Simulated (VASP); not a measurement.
Here is a VASP 6.6.1 calculation.

INCAR

```
SYSTEM = Ir
PREC     = Accurate       ! precision mode
ENCUT    = 520            ! plane-wave cutoff, eV
EDIFF    = 1E-6           ! SCF threshold, eV
ISMEAR   = 0              ! smearing method
SIGMA    = 0.15           ! smearing width, eV
LREAL    = .False.        ! projectors in reciprocal space
LASPH    = .True.         ! aspherical terms in the spheres
NELM     = 60             ! most SCF steps
ALGO     = Fast           ! electronic algorithm
ISIF     = 2              ! what is computed and relaxed
LWAVE    = .False.        ! write WAVECAR
LCHARG   = .False.        ! write CHGCAR
GGA      = CA             ! functional
NBANDS   = 10             ! bands
```

Contents of KPOINTS:

```
regular mesh
0
Gamma
  20 20 20
  0 0 0
```

POSCAR

```
Ir
1.0
   -0.0523986334      1.8530062193      1.8530062193
    1.8530062193     -0.0523986334      1.8530062193
    1.9054048527      1.9054048527     -0.1047972669
Ir
1
Direct
    0.0000000000      0.0000000000      0.0000000000
```

Potentials or basis: VASP PAW LDA potentials, release 64 (Ir).

The run is started by

```console
$ cat potpaw_LDA.64/Ir/POTCAR > POTCAR
$ mpirun -np 1 vasp_std > vasp.out
```

Task: Predict the band gap on the k mesh.

Result: Zero (an odd number of electrons rules out a gap without spin polarisation).

Task: Predict the pressure.

Result: 5.8 GPa.

Stress tensor (GPa, compression positive):
```
 4.95  0.17 16.46
 0.17  4.95 16.46
16.46 16.46  7.44
```

Caveat: the cell differs from its parent crystal (engineering shear strain xz -0.0550, engineering shear strain yz -0.0550); the cell stands under pressure; spin-orbit coupling is left out, which moves the levels of the heavy elements.
